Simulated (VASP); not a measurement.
# Cu (Fm-3m) in VASP: single point with PBE

Aim: the single point of Cu with PBE.

All numbers are computed with VASP 6.6.1; they aren't measurements. Logs are shortened: lines on timing, memory, paths and dates and some standing lists are left out, and cuts for length are marked.

## (1) The cell of the first run

The structure is cubic, space group Fm-3m (No. 225). Conventional cell: a = 3.747 Å, b = 3.747 Å, c = 3.747 Å, α = 90.00°, β = 90.00°, γ = 90.00°. Cu (site symmetry m-3m) has 12 Cu at 2.65 Å within 3.5 Å.

## (2) Single point, PBE (13.15 Å³/atom)

INCAR

```
SYSTEM = Cu
PREC = Accurate
ENCUT = 820
EDIFF = 1E-6
ISMEAR = 0
SIGMA = 0.1
LREAL = .False.
LASPH = .True.
NELM = 120
ALGO = Normal
ISIF = 2
LWAVE = .False.
LCHARG = .True.
GGA = PE
LELF = .True.
LVHAR = .True.
NBANDS = 16
GGA_COMPAT = .False.
```

KPOINTS

```
regular mesh
0
Gamma
  26 26 26
  0 0 0
```

POSCAR

```
Cu
1.0
    0.0000000000      1.8734205769      1.8734205769
    1.8734205769      0.0000000000      1.8734205769
    1.8734205769      1.8734205769      0.0000000000
Cu
1
Direct
    0.5000000000      0.5000000000      0.5000000000
```

Potentials or basis: VASP PAW PBE potentials, release 64 (Cu_sv_GW).

Run with:

```sh
$ cat potpaw_PBE.64/Cu_sv_GW/POTCAR > POTCAR
$ mpirun -np 1 vasp_std > vasp.out
```

OUTCAR:

```text
SYSTEM = Cu
   PREC = Accurate
   ENCUT = 820
   EDIFF = 1E-6
   ISMEAR = 0
   LREAL = .False.
   LASPH = .True.
   NELM = 120
   ISIF = 2
   GGA = PE

 ion  position               nearest neighbor table
   1  0.500  0.500  0.500-

  LATTYP: Found a face centered cubic cell.
 ALAT       =     3.7468411538

  Lattice vectors:

 A1 = (   0.0000000000,   1.8734205769,   1.8734205769)
 A2 = (   1.8734205769,   0.0000000000,   1.8734205769)
 A3 = (   1.8734205769,   1.8734205769,   0.0000000000)

Analysis of symmetry for initial positions (statically):
=====================================================================
 Subroutine PRICEL returns:
 Original cell was already a primitive cell.

 Routine SETGRP: Setting up the symmetry group for a
 face centered cubic supercell.

 Subroutine GETGRP returns: Found 48 space group operations
 (whereof 48 operations were pure point group operations)
 out of a pool of 48 trial point group operations.

The static configuration has the point symmetry O_h .

Analysis of symmetry for dynamics (positions and initial velocities):
=====================================================================
 Subroutine PRICEL returns:
 Original cell was already a primitive cell.

 Routine SETGRP: Setting up the symmetry group for a
 face centered cubic supercell.

 Subroutine GETGRP returns: Found 48 space group operations
 (whereof 48 operations were pure point group operations)
 out of a pool of 48 trial point group operations.

The dynamic configuration has the point symmetry O_h .

 Subroutine INISYM returns: Found 48 space group operations
 (whereof 48 operations are pure point group operations),
 and found     1 'primitive' translations

----------------------------------------------------------------------------------------

                                     Primitive cell

  volume of cell :      13.1503

  direct lattice vectors                    reciprocal lattice vectors
     0.000000000  1.873420577  1.873420577    -0.266891485  0.266891485  0.266891485
     1.873420577  0.000000000  1.873420577     0.266891485 -0.266891485  0.266891485
     1.873420577  1.873420577  0.000000000     0.266891485  0.266891485 -0.266891485

  length of vectors
     2.649416788  2.649416788  2.649416788     0.462269612  0.462269612  0.462269612

  position of ions in fractional coordinates (direct lattice)
     0.500000000  0.500000000  0.500000000

[... 67 lines left out ...]
   ISTART =      0    job   : 0-new  1-cont  2-samecut
   ICHARG =      2    charge: 1-file 2-atom 10-const
   ISPIN  =      1    spin polarized calculation?
   LNONCOLLINEAR =      F non collinear calculations
   LSORBIT =      F    spin-orbit coupling
   LASPH  =      T    aspherical Exc in radial PAW
   ENCUT  =  820.0 eV  60.27 Ry    7.76 a.u.   6.19  6.19  6.19*2*pi/ulx,y,z
   NELM   =    120;   NELMIN=  2; NELMDL= -5     # of ELM steps
   EDIFF  = 0.1E-05   stopping-criterion for ELM
   LREAL  =      F    real-space projection
   EDIFFG = 0.1E-04   stopping-criterion for IOM
   NSW    =      0    number of steps for IOM
   IBRION =     -1    ionic relax: 0-MD 1-quasi-New 2-CG
   NFREE  =      0    steps in history (QN), initial steepest desc. (CG)
   ISIF   =      2    stress and relaxation
   ISYM   =      2    0-nonsym 1-usesym 2-fastsym
   POTIM  = 0.5000    time-step for ionic-motion
   TEBEG  =    0.0;   TEEND  =   0.0 temperature during run
   PSTRESS=    0.0 pullay stress
   NELECT =      19.0000    total number of electrons
   NUPDOWN=      -1.0000    fix difference up-down
   EMIN   =  10.00;   EMAX   =-10.00  energy-range for DOS
   EFERMI =   0.00;   METHOD = LEGACY
   ISMEAR =     0;   SIGMA  =   0.10  broadening in eV -4-tet -1-fermi 0-gaus
   EFERMI_NEDOS =   21; number of points for ismear=-14 and -15
   IALGO  =     38    algorithm
   IMIX   =      4    mixing-type and parameters
     AMIX     =   0.40;   BMIX     =  1.00
     AMIX_MAG =   1.60;   BMIX_MAG =  1.00
  volume/ion in A,a.u.               =      13.15        88.74
  Fermi-wavevector in a.u.,A,eV,Ry     =   1.850749  3.497408 46.603629  3.425270
  Thomas-Fermi vector in A             =   2.900866
   LORBIT       =      0    0 simple, 1 ext, 2 COOP (PROOUT), +10 PAW based schemes
   GGA     = PE    functional components
   LHFCALC =     F    Hartree Fock is set to
   AEXX    =    0.0000 exact exchange contribution
   IVDW    =     0    specifies the selected vdW correction
   LEPSILON=     F    determine dielectric tensor
   LRPA    =     F    only Hartree local field effects (RPA)
 non-spin polarized calculation
 Gauss-broadening in eV      SIGMA  =   0.10
  energy-cutoff  :      820.00
  volume of cell :       13.15
 maximum number of plane-waves:       725
 NGX is ok and might be reduce to    28
   NGX = 13   NGY = 13   NGZ = 13

 number of electron      18.9999998 magnetization

 Free energy of the ion-electron system (eV)
  ---------------------------------------------------
  ext. energy  EPLUGINS =         0.00000000
  ---------------------------------------------------
  free energy    TOTEN  =        -3.75406381 eV

  energy without entropy =       -3.75285497  energy(sigma->0) =       -3.75345939

 E-fermi :   6.3537     XC(G=0): -12.6875

 val. band max:        6.3395574165   @ k =   0.5000   0.2308   0.0769
 cond. band min:       6.3636179386   @ k =   0.4615   0.3846   0.0385
 fundamental gap:      0.0240605221
 Fermi energy:         6.3536935278

 k-point     1 :       0.0000    0.0000    0.0000
  band No.  band energies     occupation
      1    -106.0035      2.00000
      2     -63.3404      2.00000
      3     -63.3404      2.00000
      4     -63.3404      2.00000
      5      -2.2846      2.00000
      6       3.6401      2.00000
[... 433 lines left out ...]
      3     -63.3498      2.00000
      4     -63.3491      2.00000
      5       1.3585      2.00000
      6       3.6600      2.00000
[... 8 lines left out ...]
     15      30.6462      0.00000
     16      31.6881      0.00000

 [... further k-points ...]
[... 5 lines left out ...]
  --------------------------------------------------------------------------------------
  -------------------------------------------------------------------------------------
  Total       -0.9245334     -0.9245334     -0.9245334      0.0000000      0.0000000      0.0000000
  in kB     -112.6412180   -112.6412180   -112.6412180      0.0000000      0.0000000      0.0000000
  external PRESSURE =    -112.6412180 kB  Pullay stress =       0.0000000 kB

 VOLUME and BASIS-vectors are now :
 -----------------------------------------------------------------------------
  energy-cutoff  :      820.00
  volume of cell :       13.15
      direct lattice vectors                 reciprocal lattice vectors
     0.000000000  1.873420577  1.873420577    -0.266891485  0.266891485  0.266891485
     1.873420577  0.000000000  1.873420577     0.266891485 -0.266891485  0.266891485
     1.873420577  1.873420577  0.000000000     0.266891485  0.266891485 -0.266891485

 POSITION                                       TOTAL-FORCE (eV/Angst)
 -----------------------------------------------------------------------------------
      1.87342      1.87342      1.87342         0.000000      0.000000      0.000000
 -----------------------------------------------------------------------------------
    total drift:                                0.000000      0.000000      0.000000

  FREE ENERGIE OF THE ION-ELECTRON SYSTEM (eV)
  ---------------------------------------------------
  free  energy   TOTEN  =        -3.7540638094 eV

  energy  without entropy=       -3.7528549687  energy(sigma->0) =       -3.75345939
```

stdout:

```text
POSCAR found type information on POSCAR Cu
 POSCAR found :  1 types and       1 ions
 scaLAPACK will be used
 LDA part: xc-table for (Slater+PW92), standard interpolation
 POSCAR, INCAR and KPOINTS ok, starting setup
 FFT: planning ... GRIDC
 FFT: planning ... GRID_SOFT
 FFT: planning ... GRID
 WAVECAR not read
 entering main loop
```

It took 2.5 min on 1 thread of Intel Xeon Platinum 8488C (Sapphire Rapids), shared host; peak memory 0.38 GiB.

What came out:

* Free energy: -3.7541 eV
* Pressure: -11.3 GPa
* Band gap on the k mesh: zero (an odd number of electrons rules out a gap without spin polarisation)

Levels at points of the mesh, in eV from the Fermi level:
| k point | band 8 | band 9 | band 10 | band 11 | band 12 | band 13 |
| --- | --- | --- | --- | --- | --- | --- |
| (0.00, 0.00, 0.00) | -2.71 | -2.01 | -2.01 | 21.70 | 23.50 | 23.50 |
| (0.50, 0.00, 0.00) | -1.52 | -1.52 | -0.77 | 3.22 | 20.24 | 20.39 |
| (0.50, 0.50, 0.00) | -1.40 | -1.40 | 1.51 | 6.35 | 12.21 | 12.21 |

Caveat: the cell stands under tension.

The gap in the log of VASP goes by the Fermi energy; the results here count the filled bands.